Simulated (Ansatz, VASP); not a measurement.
# ZnO in VASP and in Ansatz

Contents of INCAR:

```
  PREC = Accurate
  ENCUT = 520
  EDIFF = 1E-7
  ISMEAR = -1
  SIGMA = 0.02
  LREAL = False
  LASPH = True
  NELM = 80
  ALGO = Normal
  ISIF = 2
  LWAVE = False
  LCHARG = False
  NBANDS = 26
```

The input KPOINTS:

```
Automatic mesh
0
Gamma
  11 11 6
```

Contents of POSCAR:

```
ZnO
1.0
    3.2275900217      0.0000000000      0.0000000000
   -1.6137950108      2.7951749517      0.0000000000
    0.0000000000      0.0000000000      5.1688741155
Zn O
2 2
Direct
    0.3333333333      0.6666666667      0.0000000000
    0.6666666667      0.3333333333      0.5000000000
    0.3333333333      0.6666666667      0.3821000000
    0.6666666667      0.3333333333      0.8821000000
```

Input for Ansatz:

```yaml
crystal:
  lattice:
    - [3.2275900217, 0.0, 0.0]
    - [-1.6137950108, 2.7951749517, 0.0]
    - [0.0, 0.0, 5.1688741155]
  atoms:
    - { symbol: Zn, position: [0.3333333333, 0.6666666667, 0.0] }
    - { symbol: Zn, position: [0.6666666667, 0.3333333333, 0.5] }
    - { symbol: O, position: [0.3333333333, 0.6666666667, 0.3821] }
    - { symbol: O, position: [0.6666666667, 0.3333333333, 0.8821] }
kpoints:
  mp_grid: { grid: [11, 11, 6] }
  band_path:
    path:
      - [0.0, 0.0, 0.0]
      - [0.5, 0.0, 0.0]
      - [0.3333333333, 0.3333333333, 0.0]
      - [0.0, 0.0, 0.0]
      - [0.0, 0.0, 0.5]
      - [0.5, 0.0, 0.5]
      - [0.3333333333, 0.3333333333, 0.5]
      - [0.0, 0.0, 0.5]
      - [0.5, 0.0, 0.5]
    npoints: 5
scf:
  occupations: { method: fermi_dirac, width: 0.02 }
hamiltonian:
  xc: lda
  pseudopotentials: { kind: all_electron, lapw: { basis_error: 0.0005 } }
output:
  forces: true
  stress: true
  eigenvalues: true
```

Change from the starting cell: volume scaled by 0.98.

Alike in both runs: task single point; functional LDA; k mesh 11 × 11 × 6; occupations fermi-dirac, width 0.02 eV; no spin polarisation.

|  | VASP | Ansatz |
| --- | --- | --- |
| version | VASP 6.6.1 | Ansatz 0.2.0 |
| potentials or method | VASP PAW LDA potentials, release 64 (Zn, O), cutoff 520 eV | all-electron LAPW, scalar-relativistic |

Ansatz gave:

```
gap on the k mesh at the Fermi level (eV)                     : 0.78
pressure (GPa)                                                : -4.3
traceless stress, the component that is largest in VASP (GPa) : 0.37
rms of the force components (eV/Å)                            : 0.024
```

Problem. Which values does VASP return?

Solution. gap on the k mesh at the Fermi level (eV): 0.78; pressure (GPa): -3.2; traceless stress, the component that is largest in VASP (GPa): 0.35; rms of the force components (eV/Å): 0.024.

LDA's correlation is that of Perdew and Zunger in VASP and of Perdew and Wang (1992) in Ansatz. Atom by atom the forces differ by 0.000 eV/Å (rms over components). Ansatz ran all-electron here, and VASP with PAW potentials.
